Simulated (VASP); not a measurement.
# V2O (Pnnm) in VASP: further runs

Runs on V2O. Level: PBE. Tasks: single point, relaxation of cell and atoms.

Everything below comes from runs of VASP 6.6.1. Logs are shortened: lines on timing, memory, paths and dates and some standing lists are left out, and cuts for length are marked.

## 1. The cell of the first run

It takes space group Pnnm (No. 58, orthorhombic). Conventional cell: a = 4.763 Å, b = 5.109 Å, c = 2.609 Å, α = 90.00°, β = 90.00°, γ = 90.00°. Within 2.9 Å of V (site symmetry m) lie 3 O at 1.98 to 2.06 Å and 11 V at 2.61 to 2.88 Å. Within 2.7 Å of O (site symmetry 2/m) lie 6 V at 1.98 to 2.06 Å and 2 O at 2.61 Å.

## 2. Single point, PBE

INCAR reads:

```
SYSTEM = V2O
  ALGO = Normal
  EDIFF = 1E-6
  ENCUT = 520
  GGA = PE
  ISIF = 2
  ISMEAR = 0
  LASPH = .True.
  LCHARG = .False.
  LREAL = .False.
  LWAVE = .False.
  NBANDS = 41
  NELM = 80
  PREC = Accurate
  SIGMA = 0.1
```

KPOINTS reads:

```
k-points
0
Gamma
  4 4 6
  0 0 0
```

POSCAR reads:

```
V2O
1.0
    4.7628078286      0.0000000000      0.0000000000
    0.0000000000      5.1085638132      0.0000000000
    0.0000000000      0.0000000000      2.6088892044
V O
4 2
Direct
    0.2226753845      0.3264472393      0.0000000000
    0.7773246155      0.6735527607      0.0000000000
    0.7226753845      0.1735527607      0.5000000000
    0.2773246155      0.8264472393      0.5000000000
    0.0000000000      0.0000000000      0.0000000000
    0.5000000000      0.5000000000      0.5000000000
```

Potentials or basis: VASP PAW PBE potentials, release 64 (V_sv, O).

Command:

```console
$ cat potpaw_PBE.64/V_sv/POTCAR potpaw_PBE.64/O/POTCAR > POTCAR
$ mpirun -np 1 vasp_std > vasp.out
```

OUTCAR:

```text
SYSTEM = V2O
   EDIFF = 1E-6
   ENCUT = 520
   GGA = PE
   ISIF = 2
   ISMEAR = 0
   LASPH = .True.
   LREAL = .False.
   NELM = 80
   PREC = Accurate

 ion  position               nearest neighbor table
   1  0.223  0.326  0.000-   5 1.98   6 2.06   6 2.06   2 2.76   3 2.83   3 2.83   3 2.83   3 2.83
                             4 2.88   4 2.88   4 2.88   4 2.88
   2  0.777  0.674  0.000-   5 1.98   6 2.06   6 2.06   1 2.76   4 2.83   4 2.83   4 2.83   4 2.83
                             3 2.88   3 2.88   3 2.88   3 2.88
   3  0.723  0.174  0.500-   6 1.98   5 2.06   5 2.06   4 2.76   1 2.83   1 2.83   1 2.83   1 2.83
                             2 2.88   2 2.88   2 2.88   2 2.88
   4  0.277  0.826  0.500-   6 1.98   5 2.06   5 2.06   3 2.76   2 2.83   2 2.83   2 2.83   2 2.83
                             1 2.88   1 2.88   1 2.88   1 2.88
   5  0.000  0.000  0.000-   1 1.98   2 1.98   3 2.06   4 2.06   3 2.06   4 2.06
   6  0.500  0.500  0.500-   3 1.98   4 1.98   1 2.06   2 2.06   1 2.06   2 2.06

  LATTYP: Found a simple orthorhombic cell.
 ALAT       =     2.6088892044
 B/A-ratio  =     1.8256075500
 C/A-ratio  =     1.9581375110

  Lattice vectors:

 A1 = (   0.0000000000,   0.0000000000,   2.6088892044)
 A2 = (   4.7628078286,   0.0000000000,   0.0000000000)
 A3 = (   0.0000000000,   5.1085638132,   0.0000000000)

Analysis of symmetry for initial positions (statically):
=====================================================================
 Subroutine PRICEL returns:
 Original cell was already a primitive cell.

 Routine SETGRP: Setting up the symmetry group for a
 simple orthorhombic supercell.

 Subroutine GETGRP returns: Found  8 space group operations
 (whereof  4 operations were pure point group operations)
 out of a pool of  8 trial point group operations.

The static configuration has the point symmetry C_2h.
 The point group associated with its full space group is D_2h.

Analysis of symmetry for dynamics (positions and initial velocities):
=====================================================================
 Subroutine PRICEL returns:
 Original cell was already a primitive cell.

 Routine SETGRP: Setting up the symmetry group for a
 simple orthorhombic supercell.

 Subroutine GETGRP returns: Found  8 space group operations
 (whereof  4 operations were pure point group operations)
 out of a pool of  8 trial point group operations.

The dynamic configuration has the point symmetry C_2h.
 The point group associated with its full space group is D_2h.

 Subroutine INISYM returns: Found  8 space group operations
 (whereof  4 operations are pure point group operations),
 and found     1 'primitive' translations

----------------------------------------------------------------------------------------

[... 105 lines left out ...]
   NFREE  =      0    steps in history (QN), initial steepest desc. (CG)
   ISIF   =      2    stress and relaxation
   ISYM   =      2    0-nonsym 1-usesym 2-fastsym
   POTIM  = 0.5000    time-step for ionic-motion
   TEBEG  =    0.0;   TEEND  =   0.0 temperature during run
   PSTRESS=    0.0 pullay stress
   NELECT =      64.0000    total number of electrons
   NUPDOWN=      -1.0000    fix difference up-down
   EMIN   =  10.00;   EMAX   =-10.00  energy-range for DOS
   EFERMI =   0.00;   METHOD = LEGACY
   ISMEAR =     0;   SIGMA  =   0.10  broadening in eV -4-tet -1-fermi 0-gaus
   EFERMI_NEDOS =   21; number of points for ismear=-14 and -15
   IALGO  =     38    algorithm
   IMIX   =      4    mixing-type and parameters
     AMIX     =   0.40;   BMIX     =  1.00
     AMIX_MAG =   1.60;   BMIX_MAG =  1.00
  volume/ion in A,a.u.               =      10.58        71.39
  Fermi-wavevector in a.u.,A,eV,Ry     =   1.641581  3.102138 36.664819  2.694788
  Thomas-Fermi vector in A             =   2.732027
   LORBIT       =      0    0 simple, 1 ext, 2 COOP (PROOUT), +10 PAW based schemes
   GGA     = PE    functional components
   LHFCALC =     F    Hartree Fock is set to
   AEXX    =    0.0000 exact exchange contribution
   IVDW    =     0    specifies the selected vdW correction
   LEPSILON=     F    determine dielectric tensor
   LRPA    =     F    only Hartree local field effects (RPA)
 non-spin polarized calculation
 Gauss-broadening in eV      SIGMA  =   0.10
  energy-cutoff  :      520.00
  volume of cell :       63.48
 maximum number of plane-waves:      1730
 NGX is ok and might be reduce to    36
   NGX = 17   NGY = 19   NGZ =  9

 number of electron      64.0000020 magnetization

 Free energy of the ion-electron system (eV)
  ---------------------------------------------------
  ext. energy  EPLUGINS =         0.00000000
  ---------------------------------------------------
  free energy    TOTEN  =       -53.40773201 eV

  energy without entropy =      -53.38705756  energy(sigma->0) =      -53.39739478

 E-fermi :  10.9609     XC(G=0): -13.1195

 val. band max:       10.9243199546   @ k =   0.2500   0.5000   0.3333
 cond. band min:      10.9753743266   @ k =   0.0000   0.0000   0.0000
 fundamental gap:      0.0510543720
 Fermi energy:        10.9608779114

 k-point     1 :       0.0000    0.0000    0.0000
  band No.  band energies     occupation
      1     -53.9000      2.00000
      2     -53.8198      2.00000
      3     -53.8066      2.00000
      4     -53.7773      2.00000
      5     -28.3209      2.00000
      6     -28.0290      2.00000
[... 1045 lines left out ...]
     40      12.6615      0.00000
     41      12.7919      0.00000

 [... further k-points ...]
[... 5 lines left out ...]
  --------------------------------------------------------------------------------------
  -------------------------------------------------------------------------------------
  Total        0.3884943      0.3425643      0.2680580      0.0000000      0.0000000      0.0000000
  in kB        9.8056802      8.6463973      6.7658416      0.0000000      0.0000000      0.0000000
  external PRESSURE =       8.4059730 kB  Pullay stress =       0.0000000 kB

 VOLUME and BASIS-vectors are now :
 -----------------------------------------------------------------------------
  energy-cutoff  :      520.00
  volume of cell :       63.48
      direct lattice vectors                 reciprocal lattice vectors
     4.762807829  0.000000000  0.000000000     0.209960182  0.000000000  0.000000000
     0.000000000  5.108563813  0.000000000     0.000000000  0.195749733  0.000000000
     0.000000000  0.000000000  2.608889204     0.000000000  0.000000000  0.383304894

 POSITION                                       TOTAL-FORCE (eV/Angst)
 -----------------------------------------------------------------------------------
      1.06056      1.66768      0.00000        -0.008226      0.016376      0.000000
      3.70225      3.44089      0.00000         0.008226     -0.016376      0.000000
      3.44196      0.88661      1.30444        -0.008226     -0.016376      0.000000
      1.32084      4.22196      1.30444         0.008226      0.016376      0.000000
      0.00000      0.00000      0.00000         0.000000      0.000000      0.000000
      2.38140      2.55428      1.30444         0.000000      0.000000      0.000000
 -----------------------------------------------------------------------------------
    total drift:                                0.000000      0.000000     -0.000000

  FREE ENERGIE OF THE ION-ELECTRON SYSTEM (eV)
  ---------------------------------------------------
  free  energy   TOTEN  =       -53.4077320076 eV

  energy  without entropy=      -53.3870575618  energy(sigma->0) =      -53.39739478
```

OSZICAR:

```text
N       E                     dE             d eps       ncg     rms          rms(c)
DAV:   1     0.967242762115E+03    0.96724E+03   -0.37254E+04  2952   0.183E+03
DAV:   2     0.230245777138E+02   -0.94422E+03   -0.91489E+03  2953   0.599E+02
DAV:   3    -0.600336555884E+02   -0.83058E+02   -0.80680E+02  3796   0.173E+02
DAV:   4    -0.622921278642E+02   -0.22585E+01   -0.22055E+01  3670   0.269E+01
DAV:   5    -0.623314031071E+02   -0.39275E-01   -0.39221E-01  3455   0.370E+00    0.437E+01
DAV:   6    -0.540388769688E+02    0.82925E+01   -0.68447E+01  3923   0.552E+01    0.965E+00
DAV:   7    -0.534421088076E+02    0.59677E+00   -0.49182E+00  3903   0.163E+01    0.762E+00
DAV:   8    -0.534264586718E+02    0.15650E-01   -0.55095E-01  3320   0.366E+00    0.126E+00
DAV:   9    -0.534158960486E+02    0.10563E-01   -0.28093E-01  3900   0.224E+00    0.927E-01
DAV:  10    -0.534076143870E+02    0.82817E-02   -0.44748E-02  3657   0.110E+00    0.126E-01
DAV:  11    -0.534077865955E+02   -0.17221E-03   -0.37596E-03  3678   0.281E-01    0.619E-02
DAV:  12    -0.534077341408E+02    0.52455E-04   -0.22381E-04  3508   0.892E-02    0.128E-02
DAV:  13    -0.534077334071E+02    0.73372E-06   -0.13886E-05  3037   0.236E-02    0.929E-03
DAV:  14    -0.534077319850E+02    0.14221E-05   -0.48475E-06  2520   0.110E-02    0.196E-03
DAV:  15    -0.534077320076E+02   -0.22612E-07   -0.83249E-07  2006   0.474E-03
   1 F= -.53407732E+02 E0= -.53397395E+02  d E =-.206744E-01
```

stdout:

```text
POSCAR found type information on POSCAR V O
 POSCAR found :  2 types and       6 ions
 scaLAPACK will be used
 LDA part: xc-table for (Slater+PW92), standard interpolation
 POSCAR, INCAR and KPOINTS ok, starting setup
 FFT: planning ... GRIDC
 FFT: planning ... GRID_SOFT
 FFT: planning ... GRID
 WAVECAR not read
 entering main loop
```

Wall time 31 s (1 thread of Intel Xeon 6975P-C (Granite Rapids), shared host); peak memory 0.21 GiB.

Results:

* Free energy: -53.4077 eV
* Pressure: 0.8 GPa
* Largest force: 0.018 eV/Å
* Band gap on the k mesh: zero (bands 32 and 33 overlap by 0.73 eV)

Forces on the atoms (eV/Å):
```
V   -0.008  0.016  0.000
V    0.008 -0.016  0.000
V   -0.008 -0.016  0.000
V    0.008  0.016  0.000
O    0.000  0.000  0.000
O    0.000  0.000  0.000
```

Stress tensor (GPa, compression positive):
```
0.98 0.00 0.00
0.00 0.86 0.00
0.00 0.00 0.68
```

Caveat: the k points lie up to 0.40 Å⁻¹ apart, too coarse for converged energies and pressures of a metal; the run has no spin polarisation, though such a crystal can be magnetic. With open d or f shells a metallic result of PBE can be an artefact of self-interaction; +U or a hybrid may open a gap.

## 3. Relaxation of cell and atoms, PBE

This run uses another cell than the first one, of 10.15 Å³/atom.

INCAR reads:

```
  PREC = Accurate
  ENCUT = 600
  EDIFF = 1E-6
  ISMEAR = 0
  SIGMA = 0.1
  LREAL = False
  LASPH = True
  NELM = 80
  ALGO = Normal
  ISIF = 3
  LWAVE = False
  LCHARG = False
  GGA = PE
  IBRION = 2
  NSW = 90
  EDIFFG = -0.04
```

KPOINTS reads:

```
regular mesh
0
Gamma
  4 4 6
```

POSCAR reads:

```
V2O
1.0
    4.0304899127      0.0000000000      0.0000000000
    0.0000000000      4.9191818343      0.0000000000
    0.0000000000      0.0000000000      3.0708840032
V O
4 2
Direct
    0.2004000000      0.3787000000      0.0000000000
    0.7996000000      0.6213000000      0.0000000000
    0.7004000000      0.1213000000      0.5000000000
    0.2996000000      0.8787000000      0.5000000000
    0.0000000000      0.0000000000      0.0000000000
    0.5000000000      0.5000000000      0.5000000000
```

Potentials or basis: VASP PAW PBE potentials, release 64 (V_sv, O).

Command:

```console
$ cat potpaw_PBE.64/V_sv/POTCAR potpaw_PBE.64/O/POTCAR > POTCAR
$ mpirun -np 1 vasp_std > vasp.out
```

OUTCAR:

```text
PREC = Accurate
   ENCUT = 600
   EDIFF = 1E-6
   ISMEAR = 0
   LREAL = False
   LASPH = True
   NELM = 80
   ISIF = 3
   GGA = PE
   IBRION = 2
   NSW = 90
   EDIFFG = -0.04

 ion  position               nearest neighbor table
   1  0.200  0.379  0.000-   2 2.01   5 2.03   6 2.04   6 2.04   2 2.69   3 2.83   3 2.83   3 2.83
                             3 2.83
   2  0.800  0.621  0.000-   1 2.01   5 2.03   6 2.04   6 2.04   1 2.69   4 2.83   4 2.83   4 2.83
                             4 2.83
   3  0.700  0.121  0.500-   4 2.01   6 2.03   5 2.04   5 2.04   4 2.69   1 2.83   1 2.83   1 2.83
                             1 2.83
   4  0.300  0.879  0.500-   3 2.01   6 2.03   5 2.04   5 2.04   3 2.69   2 2.83   2 2.83   2 2.83
                             2 2.83
   5  0.000  0.000  0.000-   1 2.03   2 2.03   3 2.04   4 2.04   3 2.04   4 2.04
   6  0.500  0.500  0.500-   3 2.03   4 2.03   1 2.04   2 2.04   1 2.04   2 2.04

  LATTYP: Found a simple orthorhombic cell.
[... 1307 lines left out ...]

--------------------------------------- Ionic step       12  -------------------------------------------

 number of electron      63.9999979 magnetization

------------------------ aborting loop because EDIFF is reached ----------------------------------------
[... 75 lines left out ...]
--------------------------------------- Ionic step       14  -------------------------------------------

 number of electron      63.9999985 magnetization

 Free energy of the ion-electron system (eV)
  ---------------------------------------------------
  ext. energy  EPLUGINS =         0.00000000
  ---------------------------------------------------
  free energy    TOTEN  =       -53.40354405 eV

  energy without entropy =      -53.38333613  energy(sigma->0) =      -53.39344009

 E-fermi :  10.9177     XC(G=0): -13.1015

 val. band max:       10.8739515199   @ k =   0.2500   0.5000   0.3333
 cond. band min:      10.9481341952   @ k =   0.0000   0.0000   0.0000
 fundamental gap:      0.0741826753
 Fermi energy:        10.9176820425

 k-point     1 :       0.0000    0.0000    0.0000
  band No.  band energies     occupation
      1     -53.9432      2.00000
      2     -53.8648      2.00000
      3     -53.8507      2.00000
      4     -53.8211      2.00000
      5     -28.3626      2.00000
      6     -28.0701      2.00000
[... 1008 lines left out ...]
  FREE ENERGIE OF THE ION-ELECTRON SYSTEM (eV)
  ---------------------------------------------------
  free  energy   TOTEN  =       -53.4035440503 eV

  energy  without entropy=      -53.3833361317  energy(sigma->0) =      -53.39344009

 reached required accuracy - stopping structural energy minimisation
```

Wall time 5.6 min (1 thread of Intel Xeon 6975P-C (Granite Rapids), shared host); peak memory 0.25 GiB.

What came out:

```
Free energy                           : -53.4035 eV
Relaxed volume                        : 10.61 Å³/atom
Relaxed cell                          : a = 4.762 Å, b = 5.115 Å, c = 2.614 Å, α = 90.00°, β = 90.00°, γ = 90.00°
Space group after relaxing (to 0.1 Å) : Pnnm (No. 58)
Energy gained by relaxing             : 401.5 meV/atom
Ionic steps                           : 14
Pressure after relaxing               : 0.0 GPa
Largest force after relaxing          : 0.035 eV/Å
Band gap on the k mesh                : zero (bands 32 and 33 overlap by 0.73 eV)
```

Forces on the atoms (eV/Å):
```
V   -0.022  0.027  0.000
V    0.022 -0.027  0.000
V   -0.022 -0.027  0.000
V    0.022  0.027  0.000
O    0.000  0.000  0.000
O    0.000  0.000  0.000
```

Step by step:
```
step  energy change (eV)  largest force (eV/Å)  pressure (GPa)  volume (Å³)
   1              0.0000                2.7040           18.01        60.89
   2             -1.2677                0.6175          -18.83        71.20
   3             -1.3569                0.7784          -13.31        68.86
   4             -1.9442                1.0900            2.90        63.31
   5             -1.9492                1.2094            5.48        62.69
   6             -2.2666                0.5621            3.02        63.01
   7             -2.3016                0.2626            2.79        63.10
   8             -2.3704                0.1038           -4.33        64.93
   9             -2.3704                0.1071           -4.18        64.89
  10             -2.4002                0.0551            0.54        63.49
  11             -2.4059                0.0583           -0.81        63.87
  12             -2.4079                0.0529            0.66        63.49
  13             -2.4082                0.0506            0.24        63.59
  14             -2.4088                0.0352            0.00        63.67
```

Final structure:
```
V O
1.0
     4.76247    0.00000    0.00000
     0.00000    5.11495    0.00000
     0.00000    0.00000    2.61377
V O
4 2
Direct
  0.22352 0.32578 0.00000
  0.77648 0.67422 0.00000
  0.72352 0.17422 0.50000
  0.27648 0.82578 0.50000
  0.00000 0.00000 0.00000
  0.50000 0.50000 0.50000
```

Caveat: the k points lie up to 0.40 Å⁻¹ apart in the final cell, too coarse for converged energies and pressures of a metal; a cell axis changed by over 15 % at a fixed basis, so the end point is rough; the run has no spin polarisation, though such a crystal can be magnetic. With open d or f shells a metallic result of PBE can be an artefact of self-interaction; +U or a hybrid may open a gap.

## 4. Single point, PBE

INCAR reads:

```
PREC = Accurate
ENCUT = 520
EDIFF = 1E-6
ISMEAR = 0
SIGMA = 0.1
LREAL = F
LASPH = T
NELM = 60
ALGO = Normal
ISIF = 2
LWAVE = F
LCHARG = F
GGA = PE
NBANDS = 41
```

KPOINTS reads:

```
Automatic mesh
0
Gamma
  8 8 14
```

POSCAR reads:

```
V2O
1.0
    4.7563197797      0.0000000000      0.0000000000
    0.0000000000      5.0964551767      0.0000000000
    0.0000000000      0.0000000000      2.6231157461
V O
4 2
Direct
    0.2250865550      0.3250118464      0.0000000000
    0.7749134450      0.6749881536      0.0000000000
    0.7250865550      0.1749881536      0.5000000000
    0.2749134450      0.8250118464      0.5000000000
    0.0000000000      0.0000000000      0.0000000000
    0.5000000000      0.5000000000      0.5000000000
```

Command:

```console
$ cat potpaw_PBE.64/V_sv/POTCAR potpaw_PBE.64/O/POTCAR > POTCAR
$ mpirun -np 1 vasp_std > vasp.out
```

Wall time 2.6 min (1 thread of Intel Xeon 6975P-C (Granite Rapids), shared host); peak memory 0.46 GiB.

Results (log left out):

- Free energy: -53.3733 eV
- Pressure: 0.9 GPa
- Largest force: 0.021 eV/Å
- Band gap on the k mesh: zero (bands 32 and 33 overlap by 0.72 eV)

Forces in eV/Å, atoms in the order of the input:
```
V   -0.012  0.018  0.000
V    0.012 -0.018  0.000
V   -0.012 -0.018  0.000
V    0.012  0.018  0.000
O    0.000  0.000  0.000
O    0.000  0.000  0.000
```

Stress tensor (GPa, compression positive):
```
0.87 0.00 0.00
0.00 0.98 0.00
0.00 0.00 0.72
```

Levels at points of the mesh, in eV from the Fermi level:
| k point | band 29 | band 30 | band 31 | band 32 | band 33 | band 34 | band 35 | band 36 |
| --- | --- | --- | --- | --- | --- | --- | --- | --- |
| (0.00, 0.00, 0.00) | -1.21 | -1.16 | -1.09 | -1.00 | -0.06 | 0.05 | 0.13 | 0.21 |
| (0.50, 0.00, 0.00) | -1.58 | -1.58 | -1.14 | -1.14 | 0.44 | 0.44 | 0.88 | 0.88 |
| (0.00, 0.50, 0.00) | -1.55 | -1.55 | -0.82 | -0.82 | 0.43 | 0.43 | 0.54 | 0.54 |
| (0.50, 0.50, 0.00) | -1.74 | -1.74 | -1.46 | -1.46 | 0.61 | 0.61 | 1.10 | 1.10 |
| (0.00, 0.00, 0.50) | -1.50 | -1.50 | 0.22 | 0.22 | 0.63 | 0.63 | 0.81 | 0.81 |
| (0.50, 0.00, 0.50) | -1.94 | -1.94 | -0.69 | -0.69 | -0.17 | -0.17 | 1.50 | 1.50 |
| (0.00, 0.50, 0.50) | -1.75 | -1.75 | 0.30 | 0.30 | 1.13 | 1.13 | 1.31 | 1.31 |
| (0.50, 0.50, 0.50) | -1.23 | -1.23 | -0.49 | -0.49 | 1.08 | 1.08 | 1.23 | 1.23 |

Caveat: the run has no spin polarisation, though such a crystal can be magnetic.

[end of part 1 of 2]
